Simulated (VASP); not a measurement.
A run of VASP 6.6.1:

Contents of POSCAR:

```
Ge
1.0
    0.0000000000      2.8289100000      2.8289100000
    2.8289100000      0.0000000000      2.8289100000
    2.8289100000      2.8289100000      0.0000000000
Ge
2
Direct
    0.5000000000      0.5000000000      0.5000000000
    0.7500000000      0.7500000000      0.7500000000
```

INCAR.step1

```
ALGO = Normal ; EDIFF = 1E-5
ENCUT = 410 ; GGA = PE
GGA_COMPAT = False ; ISIF = 2
ISMEAR = 0 ; LASPH = True
LREAL = False ; LWAVE = True
NBANDS = 21 ; NELM = 120
PREC = Accurate ; SIGMA = 0.01
```

INCAR.step2

```
AEXX = 0.2 ; AGGAC = 0.81
AGGAX = 0.72 ; ALDAC = 0.19
ALGO = Normal ; EDIFF = 1E-6
ENCUT = 410 ; GGA = B3
GGA_COMPAT = False ; ISIF = 2
ISMEAR = 0 ; ISTART = 1
LASPH = True ; LCHARG = True
LELF = True ; LHFCALC = True
LREAL = False ; LVHAR = True
LWAVE = False ; NBANDS = 21
NELM = 120 ; PREC = Accurate
PRECFOCK = Normal ; SIGMA = 0.01
```

The input KPOINTS:

```
k-points
0
Gamma
  3 3 3
```

Potentials or basis: VASP PAW PBE potentials, release 64 (Ge_d).

Launch:

```sh
$ cat potpaw_PBE.64/Ge_d/POTCAR > POTCAR
$ cp INCAR.step1 INCAR
$ mpirun -np 1 vasp_std > vasp.out
$ cp INCAR.step2 INCAR
$ mpirun -np 1 vasp_std > vasp.out
```

Hardware: 1 thread of Intel Xeon 8259CL (shared host).

Q: Estimate the wall time of this run.

A: Wall time 4.4 min on 1 thread of Intel Xeon 8259CL, on a shared host, peak memory 0.12 GiB. Counts: k points 4.
